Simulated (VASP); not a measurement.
# Li (P6_3/mmc) in VASP: further runs, part 2 of 2

VASP 6.6.1. The steps go on from the part before.

## 3. Electric field gradients, PBE

This run uses another cell than the first one, of 21.34 Å³/atom, 1.031 times its volume.

The input, INCAR:

```
SYSTEM = Li
ALGO = Normal ; EDIFF = 1E-8
ENCUT = 520 ; GGA = PE
ISIF = 2 ; ISMEAR = -1
LASPH = .True. ; LCHARG = .False.
LEFG = .True. ; LREAL = .False.
LWAVE = .False. ; NBANDS = 10
NELM = 80 ; PREC = Accurate
SIGMA = 0.08
```

The input, KPOINTS:

```
k-points
0
Gamma
  15 15 8
  0 0 0
```

The input, POSCAR:

```
Li
1.0
    3.1110021516      0.0000000000      0.0000000000
   -1.5555010758      2.6942068945      0.0000000000
    0.0000000000      0.0000000000      5.0930000000
Li
2
Direct
    0.3333333333      0.6666666667      0.2500000000
    0.6666666667      0.3333333333      0.7500000000
```

Potentials or basis: VASP PAW PBE potentials, release 64 (Li_sv).

The run is started by

```
$ cat potpaw_PBE.64/Li_sv/POTCAR > POTCAR
$ mpirun -np 1 vasp_std > vasp.out
```

OUTCAR:

```text
SYSTEM = Li
   EDIFF = 1E-8
   ENCUT = 520
   GGA = PE
   ISIF = 2
   ISMEAR = -1
   LASPH = .True.
   LREAL = .False.
   NELM = 80
   PREC = Accurate

 ion  position               nearest neighbor table
   1  0.333  0.667  0.250-
   2  0.667  0.333  0.750-

  LATTYP: Found a hexagonal cell.
 ALAT       =     3.1110021516
 C/A-ratio  =     1.6370930497

  Lattice vectors:

 A1 = (   3.1110021516,   0.0000000000,   0.0000000000)
 A2 = (  -1.5555010758,   2.6942068945,   0.0000000000)
 A3 = (   0.0000000000,   0.0000000000,   5.0930000000)

Analysis of symmetry for initial positions (statically):
=====================================================================
 Subroutine PRICEL returns:
 Original cell was already a primitive cell.

 Routine SETGRP: Setting up the symmetry group for a
 hexagonal supercell.

 Subroutine GETGRP returns: Found 24 space group operations
 (whereof 12 operations were pure point group operations)
 out of a pool of 24 trial point group operations.

The static configuration has the point symmetry D_3d.
 The point group associated with its full space group is D_6h.

Analysis of symmetry for dynamics (positions and initial velocities):
=====================================================================
 Subroutine PRICEL returns:
 Original cell was already a primitive cell.

 Routine SETGRP: Setting up the symmetry group for a
 hexagonal supercell.

 Subroutine GETGRP returns: Found 24 space group operations
 (whereof 12 operations were pure point group operations)
 out of a pool of 24 trial point group operations.

The dynamic configuration has the point symmetry D_3d.
[... 160 lines left out ...]
      4       0.4761      1.04876
      5       3.2234      0.00000
      6      12.5230      0.00000
      7      12.5231      0.00000
      8      13.8741      0.00000
      9      13.8742      0.00000
     10      14.3920      0.00000
[... 287 lines left out ...]
 k-point    24 :       0.4000    0.2000    0.0000
  band No.  band energies     occupation
      1     -46.1173      2.00000
      2     -46.1144      2.00000
      3       0.9920      0.00348
      4       1.9204      0.00000
      5       4.6627      0.00000
      6       5.6178      0.00000
      7       6.5089      0.00000
      8       6.6487      0.00000
      9      10.0958      0.00000
     10      10.5621      0.00000

 [... further k-points ...]
[... 5 lines left out ...]
  --------------------------------------------------------------------------------------
  -------------------------------------------------------------------------------------
  Total       -0.1938005     -0.1938005     -0.1968800      0.0000000      0.0000000     -0.0000000
  in kB       -7.2737859     -7.2737859     -7.3893658      0.0000000      0.0000000     -0.0000000
  external PRESSURE =      -7.3123126 kB  Pullay stress =       0.0000000 kB

 VOLUME and BASIS-vectors are now :
 -----------------------------------------------------------------------------
  energy-cutoff  :      520.00
  volume of cell :       42.69
      direct lattice vectors                 reciprocal lattice vectors
     3.111002152  0.000000000  0.000000000     0.321439829  0.185583372  0.000000000
    -1.555501076  2.694206895  0.000000000     0.000000000  0.371166744  0.000000000
     0.000000000  0.000000000  5.093000000     0.000000000  0.000000000  0.196347929

 POSITION                                       TOTAL-FORCE (eV/Angst)
 -----------------------------------------------------------------------------------
     -0.00000      1.79614      1.27325        -0.000000      0.000000      0.000000
      1.55550      0.89807      3.81975         0.000000     -0.000000      0.000000
 -----------------------------------------------------------------------------------
    total drift:                               -0.000000      0.000000      0.000000

  FREE ENERGIE OF THE ION-ELECTRON SYSTEM (eV)
  ---------------------------------------------------
  free  energy   TOTEN  =        -3.8175733750 eV

  energy  without entropy=       -3.7960513719  energy(sigma->0) =       -3.80681237

 Electric field gradients (V/A^2)
---------------------------------------------------------------------
 ion       V_xx      V_yy      V_zz      V_xy      V_xz      V_yz
---------------------------------------------------------------------
   1       0.005     0.004    -0.009    -0.001     0.000    -0.000
   2       0.005     0.004    -0.009    -0.001    -0.000     0.000
---------------------------------------------------------------------

 Electric field gradients after diagonalization (V/A^2)
 (convention: |V_zz| > |V_xx| > |V_yy|)
----------------------------------------------------------------------
 ion       V_xx      V_yy      V_zz     asymmetry (V_yy - V_xx)/ V_zz
----------------------------------------------------------------------
   1       0.006     0.003    -0.009       0.292
   2       0.006     0.003    -0.009       0.292
----------------------------------------------------------------------

           NMR quadrupolar parameters

 Cq : quadrupolar parameter    Cq=e*Q*V_zz/h
 eta: asymmetry parameters     (V_yy - V_xx)/ V_zz
 Q  : nuclear electric quadrupole moment in mb (millibarn)
----------------------------------------------------------------------
 ion       Cq(MHz)       eta       Q (mb)
----------------------------------------------------------------------
   1      -0.000       0.292       1.000
   2      -0.000       0.292       1.000
----------------------------------------------------------------------
```

OSZICAR:

```text
N       E                     dE             d eps       ncg     rms          rms(c)
DAV:   1     0.171205908816E+02    0.17121E+02   -0.32900E+03  2700   0.565E+02
DAV:   2    -0.123114210705E+01   -0.18352E+02   -0.17825E+02  3550   0.108E+02
DAV:   3    -0.377879648457E+01   -0.25477E+01   -0.25298E+01  4408   0.308E+01
DAV:   4    -0.382078444847E+01   -0.41988E-01   -0.41927E-01  3548   0.443E+00
DAV:   5    -0.382119117748E+01   -0.40673E-03   -0.40669E-03  3614   0.438E-01    0.353E-01
DAV:   6    -0.381877380057E+01    0.24174E-02   -0.63958E-04  4810   0.121E-01    0.199E-01
DAV:   7    -0.381758057542E+01    0.11932E-02   -0.12121E-03  5228   0.162E-01    0.354E-02
DAV:   8    -0.381758251366E+01   -0.19382E-05   -0.19424E-05  3220   0.392E-02    0.193E-03
DAV:   9    -0.381757634972E+01    0.61639E-05   -0.10319E-06  4456   0.968E-03    0.598E-04
DAV:  10    -0.381757353879E+01    0.28109E-05   -0.57376E-08  3132   0.183E-03    0.147E-04
DAV:  11    -0.381757336333E+01    0.17546E-06   -0.42382E-09  2204   0.583E-04    0.641E-05
DAV:  12    -0.381757338786E+01   -0.24532E-07   -0.11685E-09  1664   0.348E-04    0.663E-06
DAV:  13    -0.381757337267E+01    0.15191E-07   -0.15373E-10  1564   0.145E-04    0.238E-06
DAV:  14    -0.381757337503E+01   -0.23590E-08   -0.30665E-11  1524   0.614E-05
   1 F= -.38175734E+01 E0= -.38068124E+01  d E =-.215220E-01
```

stdout:

```text
POSCAR found type information on POSCAR Li
 POSCAR found :  1 types and       2 ions
 scaLAPACK will be used
 LDA part: xc-table for (Slater+PW92), standard interpolation
 POSCAR, INCAR and KPOINTS ok, starting setup
 FFT: planning ... GRIDC
 FFT: planning ... GRID_SOFT
 FFT: planning ... GRID
 WAVECAR not read
 entering main loop
ion   1

ion   2
```

Run time: 18 s. Hardware: 1 thread of Intel Xeon Platinum 8559C (Emerald Rapids), shared host; peak memory 0.17 GiB.

What came out:

| Item | Value |
| --- | --- |
| Free energy | -3.8176 eV |
| Band gap on the k mesh | zero (band 3 reaches 2.59 eV, above the bottom of band 4 at -1.92 eV) |

Caveat: the cutoff is under 1.25 times the usual one of these potentials, so pressure, stress and relaxed cells hold a basis-set (Pulay) error; without QUAD_EFG the Cq values of the log hold for a quadrupole moment of 1 mb, not for the nuclei.

## 4. Electric field gradients, PBE (volume scaled by 1.02)

The input, INCAR:

```
PREC = Accurate
ENCUT = 520
EDIFF = 1E-8
ISMEAR = -1
SIGMA = 0.08
LREAL = F
LASPH = T
NELM = 80
ALGO = Normal
ISIF = 2
LWAVE = F
LCHARG = F
GGA = PE
LEFG = T
NBANDS = 10
```

The input, KPOINTS:

```
Automatic mesh
0
Gamma
  15 15 8
```

The input, POSCAR:

```
Li
1.0
    3.1316054153      0.0000000000      0.0000000000
   -1.5658027076      2.7120498443      0.0000000000
    0.0000000000      0.0000000000      5.1267294598
Li
2
Direct
    0.3333333333      0.6666666667      0.2500000000
    0.6666666667      0.3333333333      0.7500000000
```

Potentials or basis: VASP PAW PBE potentials, release 64 (Li_sv).

The run is started by

```
$ cat potpaw_PBE.64/Li_sv/POTCAR > POTCAR
$ mpirun -np 1 vasp_std > vasp.out
```

OUTCAR:

```text
PREC = Accurate
   ENCUT = 520
   EDIFF = 1E-8
   ISMEAR = -1
   LREAL = F
   LASPH = T
   NELM = 80
   ISIF = 2
   GGA = PE

 ion  position               nearest neighbor table
   1  0.333  0.667  0.250-
   2  0.667  0.333  0.750-

  LATTYP: Found a hexagonal cell.
 ALAT       =     3.1316054153
 C/A-ratio  =     1.6370930497

  Lattice vectors:

 A1 = (   3.1316054153,   0.0000000000,   0.0000000000)
 A2 = (  -1.5658027076,   2.7120498443,   0.0000000000)
 A3 = (   0.0000000000,   0.0000000000,   5.1267294598)

Analysis of symmetry for initial positions (statically):
=====================================================================
 Subroutine PRICEL returns:
 Original cell was already a primitive cell.

 Routine SETGRP: Setting up the symmetry group for a
 hexagonal supercell.

 Subroutine GETGRP returns: Found 24 space group operations
 (whereof 12 operations were pure point group operations)
 out of a pool of 24 trial point group operations.
[... 500 lines left out ...]
      direct lattice vectors                 reciprocal lattice vectors
     3.131605415  0.000000000  0.000000000     0.319325032  0.184362393  0.000000000
    -1.565802708  2.712049844  0.000000000     0.000000000  0.368724787  0.000000000
     0.000000000  0.000000000  5.126729460     0.000000000  0.000000000  0.195056128

 POSITION                                       TOTAL-FORCE (eV/Angst)
 -----------------------------------------------------------------------------------
     -0.00000      1.80803      1.28168        -0.000000      0.000000      0.000000
      1.56580      0.90402      3.84505         0.000000     -0.000000     -0.000000
 -----------------------------------------------------------------------------------
    total drift:                               -0.000000      0.000000      0.000000

  FREE ENERGIE OF THE ION-ELECTRON SYSTEM (eV)
  ---------------------------------------------------
  free  energy   TOTEN  =        -3.8136269916 eV

  energy  without entropy=       -3.7919566532  energy(sigma->0) =       -3.80279182

 Electric field gradients (V/A^2)
---------------------------------------------------------------------
 ion       V_xx      V_yy      V_zz      V_xy      V_xz      V_yz
---------------------------------------------------------------------
   1       0.006     0.003    -0.009    -0.002     0.000    -0.000
   2       0.006     0.003    -0.009    -0.002    -0.000     0.000
---------------------------------------------------------------------

 Electric field gradients after diagonalization (V/A^2)
 (convention: |V_zz| > |V_xx| > |V_yy|)
----------------------------------------------------------------------
 ion       V_xx      V_yy      V_zz     asymmetry (V_yy - V_xx)/ V_zz
----------------------------------------------------------------------
   1       0.007     0.002    -0.009       0.596
   2       0.007     0.002    -0.009       0.596
----------------------------------------------------------------------

           NMR quadrupolar parameters

 Cq : quadrupolar parameter    Cq=e*Q*V_zz/h
 eta: asymmetry parameters     (V_yy - V_xx)/ V_zz
 Q  : nuclear electric quadrupole moment in mb (millibarn)
----------------------------------------------------------------------
 ion       Cq(MHz)       eta       Q (mb)
----------------------------------------------------------------------
   1      -0.000       0.596       1.000
   2      -0.000       0.596       1.000
----------------------------------------------------------------------
```

Wall time 18 s (1 thread of Intel Xeon Platinum 8559C (Emerald Rapids), shared host); peak memory 0.17 GiB.

What came out:

* Free energy: -3.8136 eV
* Band gap on the k mesh: zero (band 3 reaches 2.52 eV, above the bottom of band 4 at -1.95 eV)

Caveat: the cell differs from its parent crystal (volume scaled by 1.02); the cutoff is under 1.25 times the usual one of these potentials, so pressure, stress and relaxed cells hold a basis-set (Pulay) error; without QUAD_EFG the Cq values of the log hold for a quadrupole moment of 1 mb, not for the nuclei.

## 5. Summary

```tsv
cell	gap on the mesh (eV)
a = 3.080, b = 3.080, c = 5.042 Å, angles 90.0, 90.0, 120.0°, 2 atoms	none
a = 3.111, b = 3.111, c = 5.093 Å, angles 90.0, 90.0, 120.0°, 2 atoms	none
a = 3.132, b = 3.132, c = 5.127 Å, angles 90.0, 90.0, 120.0°, 2 atoms	none
```

Alike in all rows: task electric field gradients; level PBE; potentials or basis VASP PAW PBE potentials, release 64 (Li_sv); no spin polarisation; k mesh 15 × 15 × 8; cutoff (eV) 520; smearing fermi-dirac 0.08 eV.

Caveats: the cutoff is under 1.25 times the usual one of these potentials, so pressure, stress and relaxed cells hold a basis-set (Pulay) error.

Total energies depend on the potentials used, so only differences within one code and one set of settings carry meaning.
